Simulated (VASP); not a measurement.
# BaZrO3 (Pm-3m) in VASP: notebook

BaZrO3 is run at these levels: PBE; tasks: single point.

Program: VASP 6.6.1. These are calculated values, not measurements. Logs are shortened: lines on timing, memory, paths and dates and some standing lists are left out, and cuts for length are marked.

## (1) The cell of the first run

It takes space group Pm-3m (No. 221, cubic). The conventional cell has a = 4.227 Å, b = 4.227 Å, c = 4.227 Å, α = 90.00°, β = 90.00°, γ = 90.00°. Within 3.9 Å of Ba (site symmetry m-3m) lie 12 O at 2.99 Å and 8 Zr at 3.66 Å. Within 2.8 Å of Zr (site symmetry m-3m) lie 6 O at 2.11 Å. Within 2.8 Å of O (site symmetry 4/mmm) lie 2 Zr at 2.11 Å.

## (2) Single point, PBE

The input, INCAR:

```
ALGO = Normal ; EDIFF = 1E-6
ENCUT = 910 ; GGA = PE
GGA_COMPAT = False ; ISIF = 2
ISMEAR = 0 ; LASPH = True
LCHARG = False ; LREAL = False
LWAVE = False ; NBANDS = 28
NELM = 120 ; PREC = Accurate
SIGMA = 0.1
```

The input, KPOINTS:

```
k-points
0
Gamma
  4 4 4
```

The input, POSCAR:

```
BaZrO3
1.0
    4.2267268713      0.0000000000      0.0000000000
    0.0000000000      4.2267268713      0.0000000000
    0.0000000000      0.0000000000      4.2267268713
Ba Zr O
1 1 3
Direct
    0.5000000000      0.5000000000      0.5000000000
    0.0000000000      0.0000000000      0.0000000000
    0.5000000000      0.0000000000      0.0000000000
    0.0000000000      0.5000000000      0.0000000000
    0.0000000000      0.0000000000      0.5000000000
```

Potentials or basis: VASP PAW PBE potentials, release 64 (Ba_sv, Zr_sv, O_h).

The run is started by

```
> cat potpaw_PBE.64/Ba_sv/POTCAR potpaw_PBE.64/Zr_sv/POTCAR potpaw_PBE.64/O_h/POTCAR > POTCAR
> mpirun -np 1 vasp_std > vasp.out
```

OUTCAR:

```text
EDIFF = 1E-6
   ENCUT = 910
   GGA = PE
   ISIF = 2
   ISMEAR = 0
   LASPH = True
   LREAL = False
   NELM = 120
   PREC = Accurate

 ion  position               nearest neighbor table
   1  0.500  0.500  0.500-   3 2.99   4 2.99   5 2.99   3 2.99   4 2.99   3 2.99   5 2.99   3 2.99
                             4 2.99   5 2.99   4 2.99   5 2.99   2 3.66   2 3.66   2 3.66   2 3.66
   2  0.000  0.000  0.000-   3 2.11   4 2.11   5 2.11   5 2.11   4 2.11   3 2.11   1 3.66   1 3.66
                             1 3.66   1 3.66   1 3.66   1 3.66   1 3.66   1 3.66
   3  0.500  0.000  0.000-   2 2.11   2 2.11   1 2.99   1 2.99   1 2.99   1 2.99
   4  0.000  0.500  0.000-   2 2.11   2 2.11   1 2.99   1 2.99   1 2.99   1 2.99
   5  0.000  0.000  0.500-   2 2.11   2 2.11   1 2.99   1 2.99   1 2.99   1 2.99

  LATTYP: Found a simple cubic cell.
 ALAT       =     4.2267268713

  Lattice vectors:

 A1 = (   4.2267268713,   0.0000000000,   0.0000000000)
 A2 = (   0.0000000000,   4.2267268713,   0.0000000000)
 A3 = (   0.0000000000,   0.0000000000,   4.2267268713)

Analysis of symmetry for initial positions (statically):
=====================================================================
 Subroutine PRICEL returns:
 Original cell was already a primitive cell.

 Routine SETGRP: Setting up the symmetry group for a
 simple cubic supercell.

 Subroutine GETGRP returns: Found 48 space group operations
 (whereof 48 operations were pure point group operations)
 out of a pool of 48 trial point group operations.

The static configuration has the point symmetry O_h .

Analysis of symmetry for dynamics (positions and initial velocities):
=====================================================================
 Subroutine PRICEL returns:
 Original cell was already a primitive cell.

 Routine SETGRP: Setting up the symmetry group for a
 simple cubic supercell.

 Subroutine GETGRP returns: Found 48 space group operations
 (whereof 48 operations were pure point group operations)
 out of a pool of 48 trial point group operations.

The dynamic configuration has the point symmetry O_h .

 Subroutine INISYM returns: Found 48 space group operations
 (whereof 48 operations are pure point group operations),
 and found     1 'primitive' translations

----------------------------------------------------------------------------------------

                                     Primitive cell

  volume of cell :      75.5114

  direct lattice vectors                    reciprocal lattice vectors
     4.226726871  0.000000000  0.000000000     0.236589690  0.000000000  0.000000000
     0.000000000  4.226726871  0.000000000     0.000000000  0.236589690  0.000000000
     0.000000000  0.000000000  4.226726871     0.000000000  0.000000000  0.236589690

  length of vectors
     4.226726871  4.226726871  4.226726871     0.236589690  0.236589690  0.236589690

  position of ions in fractional coordinates (direct lattice)
     0.500000000  0.500000000  0.500000000
     0.000000000  0.000000000  0.000000000
     0.500000000  0.000000000  0.000000000
     0.000000000  0.500000000  0.000000000
     0.000000000  0.000000000  0.500000000

  ion indices of the primitive-cell ions
   primitive index   ion index
                 1           1
                 2           2
                 3           3
                 4           4
                 5           5

----------------------------------------------------------------------------------------

 KPOINTS: k-points

Automatic generation of k-mesh.
 Grid dimensions read from file:
 generate k-points for:    4    4    4

 Generating k-lattice:

  Cartesian coordinates                     Fractional coordinates (reciprocal lattice)
     0.059147422  0.000000000  0.000000000     0.250000000  0.000000000  0.000000000
     0.000000000  0.059147422  0.000000000     0.000000000  0.250000000  0.000000000
     0.000000000  0.000000000  0.059147422     0.000000000  0.000000000  0.250000000

  Length of vectors
     0.059147422  0.059147422  0.059147422

  Shift w.r.t. Gamma in fractional coordinates (k-lattice)
     0.000000000  0.000000000  0.000000000

 Subroutine IBZKPT returns following result:
 ===========================================

 Found     10 irreducible k-points:

 Following reciprocal coordinates:
            Coordinates               Weight
  0.000000  0.000000  0.000000      1.000000
  0.250000  0.000000  0.000000      6.000000
  0.500000  0.000000  0.000000      3.000000
  0.250000  0.250000  0.000000     12.000000
  0.500000  0.250000  0.000000     12.000000
  0.500000  0.500000  0.000000      3.000000
  0.250000  0.250000  0.250000      8.000000
  0.500000  0.250000  0.250000     12.000000
  0.500000  0.500000  0.250000      6.000000
  0.500000  0.500000  0.500000      1.000000
   k-points           NKPTS =     10   k-points in BZ     NKDIM =     10   number of bands    NBANDS=     28
   number of dos      NEDOS =    301   number of ions     NIONS =      5
   total plane-waves  NPLWV =  74088
   dimension x,y,z NGX =    42 NGY =   42 NGZ =   42
   dimension x,y,z NGXF=    84 NGYF=   84 NGZF=   84
   ions per type =               1   1   3
   NGX,Y,Z   is equivalent  to a cutoff of  16.52, 16.52, 16.52 a.u.
   NGXF,Y,Z  is equivalent  to a cutoff of  33.04, 33.04, 33.04 a.u.
 SYSTEM =  unknown system
   PREC   = accura    normal or accurate (medium, high low for compatibility)
   ISTART =      0    job   : 0-new  1-cont  2-samecut
   ICHARG =      2    charge: 1-file 2-atom 10-const
   ISPIN  =      1    spin polarized calculation?
   LNONCOLLINEAR =      F non collinear calculations
   LSORBIT =      F    spin-orbit coupling
   LASPH  =      T    aspherical Exc in radial PAW
   ENCUT  =  910.0 eV  66.88 Ry    8.18 a.u.  10.40 10.40 10.40*2*pi/ulx,y,z
   NELM   =    120;   NELMIN=  2; NELMDL= -5     # of ELM steps
   EDIFF  = 0.1E-05   stopping-criterion for ELM
   LREAL  =      F    real-space projection
   EDIFFG = 0.1E-04   stopping-criterion for IOM
   NSW    =      0    number of steps for IOM
   IBRION =     -1    ionic relax: 0-MD 1-quasi-New 2-CG
   NFREE  =      0    steps in history (QN), initial steepest desc. (CG)
   ISIF   =      2    stress and relaxation
   ISYM   =      2    0-nonsym 1-usesym 2-fastsym
   POTIM  = 0.5000    time-step for ionic-motion
   TEBEG  =    0.0;   TEEND  =   0.0 temperature during run
   PSTRESS=    0.0 pullay stress
   NELECT =      40.0000    total number of electrons
   NUPDOWN=      -1.0000    fix difference up-down
   EMIN   =  10.00;   EMAX   =-10.00  energy-range for DOS
   EFERMI =   0.00;   METHOD = LEGACY
   ISMEAR =     0;   SIGMA  =   0.10  broadening in eV -4-tet -1-fermi 0-gaus
   EFERMI_NEDOS =   21; number of points for ismear=-14 and -15
   IALGO  =     38    algorithm
   IMIX   =      4    mixing-type and parameters
     AMIX     =   0.40;   BMIX     =  1.00
     AMIX_MAG =   1.60;   BMIX_MAG =  1.00
  volume/ion in A,a.u.               =      15.10       101.92
  Fermi-wavevector in a.u.,A,eV,Ry     =   1.324618  2.503165 23.872956  1.754613
  Thomas-Fermi vector in A             =   2.454139
   LORBIT       =      0    0 simple, 1 ext, 2 COOP (PROOUT), +10 PAW based schemes
   GGA     = PE    functional components
   LHFCALC =     F    Hartree Fock is set to
   AEXX    =    0.0000 exact exchange contribution
   IVDW    =     0    specifies the selected vdW correction
   LEPSILON=     F    determine dielectric tensor
   LRPA    =     F    only Hartree local field effects (RPA)
 non-spin polarized calculation
 Gauss-broadening in eV      SIGMA  =   0.10
  energy-cutoff  :      910.00
  volume of cell :       75.51
 maximum number of plane-waves:      4737
 NGX is ok and might be reduce to    42
   NGX = 21   NGY = 21   NGZ = 21

 number of electron      40.0000008 magnetization

 Free energy of the ion-electron system (eV)
  ---------------------------------------------------
  ext. energy  EPLUGINS =         0.00000000
  ---------------------------------------------------
  free energy    TOTEN  =       -41.73520455 eV

  energy without entropy =      -41.73520455  energy(sigma->0) =      -41.73520455

 E-fermi :   4.3960     XC(G=0): -10.6473

 val. band max:        3.9157292941   @ k =   0.5000   0.5000   0.5000
 cond. band min:       7.0476135043   @ k =   0.0000   0.0000   0.0000
 fundamental gap:      3.1318842102
 Fermi energy:         4.3960449477

 k-point     1 :       0.0000    0.0000    0.0000
  band No.  band energies     occupation
      1     -43.2683      2.00000
      2     -21.4757      2.00000
      3     -21.3953      2.00000
      4     -21.3953      2.00000
      5     -21.3953      2.00000
      6     -12.4089      2.00000
[... 20 lines left out ...]
     27      11.0954      0.00000
     28      11.0954      0.00000

 k-point     2 :       0.2500    0.0000    0.0000
  band No.  band energies     occupation
      1     -43.2669      2.00000
      2     -21.6281      2.00000
      3     -21.3923      2.00000
      4     -21.3923      2.00000
      5     -21.3271      2.00000
      6     -12.4481      2.00000
[... 20 lines left out ...]
     27      11.0943      0.00000
     28      11.6805      0.00000

 k-point     3 :       0.5000    0.0000    0.0000
  band No.  band energies     occupation
      1     -43.2654      2.00000
      2     -21.7429      2.00000
      3     -21.3892      2.00000
      4     -21.3892      2.00000
      5     -21.2913      2.00000
      6     -12.5505      2.00000
[... 20 lines left out ...]
     27      11.1260      0.00000
     28      12.2708      0.00000

 k-point     4 :       0.2500    0.2500    0.0000
  band No.  band energies     occupation
      1     -43.2654      2.00000
      2     -21.6191      2.00000
      3     -21.5044      2.00000
      4     -21.3894      2.00000
      5     -21.3130      2.00000
      6     -12.3364      2.00000
[... 20 lines left out ...]
     27      11.7992      0.00000
     28      11.9807      0.00000

 k-point     5 :       0.5000    0.2500    0.0000
  band No.  band energies     occupation
      1     -43.2640      2.00000
      2     -21.6863      2.00000
      3     -21.5019      2.00000
      4     -21.3865      2.00000
      5     -21.3321      2.00000
      6     -12.3399      2.00000
[... 20 lines left out ...]
     27      11.9756      0.00000
     28      12.1531      0.00000

 k-point     6 :       0.5000    0.5000    0.0000
  band No.  band energies     occupation
      1     -43.2626      2.00000
      2     -21.6091      2.00000
      3     -21.6091      2.00000
      4     -21.3935      2.00000
      5     -21.3837      2.00000
      6     -12.2380      2.00000
[... 20 lines left out ...]
     27      12.9157      0.00000
     28      12.9158      0.00000

 k-point     7 :       0.2500    0.2500    0.2500
  band No.  band energies     occupation
      1     -43.2640      2.00000
      2     -21.5930      2.00000
      3     -21.5009      2.00000
      4     -21.5009      2.00000
      5     -21.3196      2.00000
      6     -11.9932      2.00000
[... 20 lines left out ...]
     27      12.1163      0.00000
     28      12.1163      0.00000

 k-point     8 :       0.5000    0.2500    0.2500
  band No.  band energies     occupation
      1     -43.2626      2.00000
      2     -21.6491      2.00000
      3     -21.4995      2.00000
      4     -21.4973      2.00000
      5     -21.3514      2.00000
      6     -11.9442      2.00000
[... 20 lines left out ...]
     27      11.4032      0.00000
     28      12.5254      0.00000

 k-point     9 :       0.5000    0.5000    0.2500
  band No.  band energies     occupation
      1     -43.2612      2.00000
      2     -21.6050      2.00000
      3     -21.6050      2.00000
      4     -21.4949      2.00000
      5     -21.3776      2.00000
      6     -11.7730      2.00000
[... 20 lines left out ...]
     27      11.8794      0.00000
     28      13.1309      0.00000

 k-point    10 :       0.5000    0.5000    0.5000
  band No.  band energies     occupation
      1     -43.2598      2.00000
      2     -21.6008      2.00000
      3     -21.6008      2.00000
      4     -21.6008      2.00000
      5     -21.3615      2.00000
      6     -11.2677      2.00000
[... 20 lines left out ...]
     27      12.8956      0.00000
     28      12.8956      0.00000

------------------------ aborting loop because EDIFF is reached ----------------------------------------

  FORCE on cell =-STRESS in cart. coord.  units (eV):
  Direction    XX          YY          ZZ          XY          YZ          ZX
  --------------------------------------------------------------------------------------
  -------------------------------------------------------------------------------------
  Total        0.5740515      0.5740515      0.5740515      0.0000000     -0.0000000     -0.0000000
  in kB       12.1800444     12.1800444     12.1800444      0.0000000     -0.0000000     -0.0000000
  external PRESSURE =      12.1800444 kB  Pullay stress =       0.0000000 kB

 VOLUME and BASIS-vectors are now :
 -----------------------------------------------------------------------------
  energy-cutoff  :      910.00
  volume of cell :       75.51
      direct lattice vectors                 reciprocal lattice vectors
     4.226726871  0.000000000  0.000000000     0.236589690  0.000000000  0.000000000
     0.000000000  4.226726871  0.000000000     0.000000000  0.236589690  0.000000000
     0.000000000  0.000000000  4.226726871     0.000000000  0.000000000  0.236589690

 POSITION                                       TOTAL-FORCE (eV/Angst)
 -----------------------------------------------------------------------------------
      2.11336      2.11336      2.11336         0.000000      0.000000      0.000000
      0.00000      0.00000      0.00000         0.000000      0.000000      0.000000
      2.11336      0.00000      0.00000         0.000000      0.000000      0.000000
      0.00000      2.11336      0.00000         0.000000      0.000000      0.000000
      0.00000      0.00000      2.11336         0.000000      0.000000      0.000000
 -----------------------------------------------------------------------------------
    total drift:                                0.000000      0.000000     -0.000000

  FREE ENERGIE OF THE ION-ELECTRON SYSTEM (eV)
  ---------------------------------------------------
  free  energy   TOTEN  =       -41.7352045527 eV

  energy  without entropy=      -41.7352045527  energy(sigma->0) =      -41.73520455
```

Run time: 30 s. Hardware: 1 thread of Intel Xeon 6975P-C (Granite Rapids), shared host; peak memory 0.27 GiB.

Results:

```
Free energy            : -41.7352 eV
Pressure               : 1.2 GPa
Band gap on the k mesh : 3.13 eV, indirect (least direct gap 3.38 eV)
```

Levels at points of the mesh, in eV from the valence-band top:
```csv
k point,band 17,band 18,band 19,band 20,band 21,band 22,band 23,band 24
"(0.00, 0.00, 0.00)",-0.95,-0.25,-0.25,-0.25,3.13,3.13,3.13,4.62
"(0.50, 0.00, 0.00)",-1.70,-1.61,-0.48,-0.48,3.55,5.54,5.54,6.34
"(0.50, 0.50, 0.00)",-0.93,-0.93,-0.84,-0.07,5.51,5.51,6.31,6.34
"(0.50, 0.50, 0.50)",-2.52,0.00,0.00,0.00,5.88,5.88,5.88,6.78
```

Caveat: the cutoff is under 1.25 times the usual one of these potentials, so pressure, stress and relaxed cells hold a basis-set (Pulay) error; spin-orbit coupling is left out, which moves the levels of the heavy elements.

## (3) Single point, PBE

This run uses another cell than the first one, of 14.62 Å³/atom, 0.968 times its volume.

The input, INCAR:

```
SYSTEM = BaZrO3
PREC     = Accurate       ! precision mode
ENCUT    = 910            ! plane-wave cutoff, eV
EDIFF    = 1E-6           ! SCF threshold, eV
ISMEAR   = 0              ! smearing method
SIGMA    = 0.1            ! smearing width, eV
LREAL    = .FALSE.        ! projectors in reciprocal space
LASPH    = .TRUE.         ! aspherical terms in the spheres
NELM     = 120            ! most SCF steps
ALGO     = Normal         ! electronic algorithm
ISIF     = 2              ! what is computed and relaxed
LWAVE    = .FALSE.        ! write WAVECAR
LCHARG   = .FALSE.        ! write CHGCAR
GGA      = PE             ! functional
NBANDS   = 28             ! bands
GGA_COMPAT= .FALSE.
```

The input, KPOINTS:

```
regular mesh
0
G
  4 4 4
  0 0 0
```

Edit POSCAR of step 2 so:

```diff
@@ -2,5 +2,5 @@
 1.0
-    4.2267268713      0.0000000000      0.0000000000
-    0.0000000000      4.2267268713      0.0000000000
-    0.0000000000      0.0000000000      4.2267268713
+    4.1814999600      0.0000000000      0.0000000000
+    0.0000000000      4.1814999600      0.0000000000
+    0.0000000000      0.0000000000      4.1814999600
 Ba Zr O
```

Potentials or basis: VASP PAW PBE potentials, release 64 (Ba_sv, Zr_sv, O_h).

The run is started by

```
> cat potpaw_PBE.64/Ba_sv/POTCAR potpaw_PBE.64/Zr_sv/POTCAR potpaw_PBE.64/O_h/POTCAR > POTCAR
> mpirun -np 1 vasp_std > vasp.out
```

It took 30 s on 1 thread of Intel Xeon 6975P-C (Granite Rapids), shared host; peak memory 0.27 GiB.

It converged, with:

```
Free energy            : -41.6795 eV
Pressure               : 6.1 GPa
Band gap on the k mesh : 3.20 eV, indirect (least direct gap 3.42 eV)
```

Levels at points of the mesh, in eV from the valence-band top:
```tsv
k point	band 17	band 18	band 19	band 20	band 21	band 22	band 23	band 24
(0.00, 0.00, 0.00)	-0.99	-0.21	-0.21	-0.21	3.20	3.20	3.20	4.67
(0.50, 0.00, 0.00)	-1.74	-1.70	-0.44	-0.44	3.66	5.76	5.76	6.46
(0.50, 0.50, 0.00)	-0.93	-0.93	-0.77	-0.08	5.72	5.72	6.50	6.54
(0.50, 0.50, 0.50)	-2.54	0.00	0.00	0.00	6.01	6.01	6.01	7.06
```

Caveat: the cutoff is under 1.25 times the usual one of these potentials, so pressure, stress and relaxed cells hold a basis-set (Pulay) error; spin-orbit coupling is left out, which moves the levels of the heavy elements.

## (4) Single point, PBE

The input, INCAR:

```
SYSTEM = BaZrO3
PREC = Accurate
ENCUT = 910
EDIFF = 1E-6
ISMEAR = 0
SIGMA = 0.02
LREAL = .False.
LASPH = .True.
NELM = 120
ALGO = Normal
ISIF = 2
LWAVE = .False.
LCHARG = .False.
GGA = PE
NBANDS = 28
GGA_COMPAT = .False.
```

The input, KPOINTS:

```
regular mesh
0
Gamma
  6 6 6
  0 0 0
```

Edit POSCAR of step 3 so:

```diff
@@ -2,5 +2,5 @@
 1.0
-    4.1814999600      0.0000000000      0.0000000000
-    0.0000000000      4.1814999600      0.0000000000
-    0.0000000000      0.0000000000      4.1814999600
+    4.2274555943      0.0000000000      0.0000000000
+    0.0000000000      4.2274555943      0.0000000000
+    0.0000000000      0.0000000000      4.2274555943
 Ba Zr O
```

The run is started by

```
> cat potpaw_PBE.64/Ba_sv/POTCAR potpaw_PBE.64/Zr_sv/POTCAR potpaw_PBE.64/O_h/POTCAR > POTCAR
> mpirun -np 1 vasp_std > vasp.out
```

It took 48 s on 1 thread of Intel Xeon Platinum 8559C (Emerald Rapids), shared host; peak memory 0.32 GiB.

Results (log left out):

| Item | Value |
| --- | --- |
| Free energy | -41.7454 eV |
| Pressure | 0.7 GPa |
| Band gap on the k mesh | 3.14 eV, indirect (least direct gap 3.39 eV) |

Levels at points of the mesh, in eV from the valence-band top:
| k point | band 18 | band 19 | band 20 | band 21 | band 22 | band 23 |
| --- | --- | --- | --- | --- | --- | --- |
| (0.00, 0.00, 0.00) | -0.25 | -0.25 | -0.25 | 3.14 | 3.14 | 3.14 |
| (0.50, 0.00, 0.00) | -1.61 | -0.48 | -0.48 | 3.56 | 5.54 | 5.54 |
| (0.50, 0.50, 0.00) | -0.93 | -0.84 | -0.07 | 5.52 | 5.52 | 6.31 |
| (0.50, 0.50, 0.50) | 0.00 | 0.00 | 0.00 | 5.88 | 5.88 | 5.88 |

Caveat: the cutoff is under 1.25 times the usual one of these potentials, so pressure, stress and relaxed cells hold a basis-set (Pulay) error; spin-orbit coupling is left out, which moves the levels of the heavy elements. A k mesh can miss the band edges.

## (5) The runs side by side

```tsv
cell	k mesh	smearing	gap on the mesh (eV)	pressure (GPa)
a = 4.227 Å, 5 atoms	4 × 4 × 4	gaussian 0.1 eV	3.13	1.2
a = 4.181 Å, 5 atoms	4 × 4 × 4	gaussian 0.1 eV	3.20	6.1
a = 4.227 Å, 5 atoms	6 × 6 × 6	gaussian 0.02 eV	3.14	0.7
```

Alike in all rows: task single point; level PBE; potentials or basis VASP PAW PBE potentials, release 64 (Ba_sv, Zr_sv, O_h); no spin polarisation; cutoff (eV) 910.

Caveats: the cutoff is under 1.25 times the usual one of these potentials, so pressure, stress and relaxed cells hold a basis-set (Pulay) error; spin-orbit coupling is left out, which moves the levels of the heavy elements.

Total energies depend on the potentials used, so only differences within one code and one set of settings carry meaning.
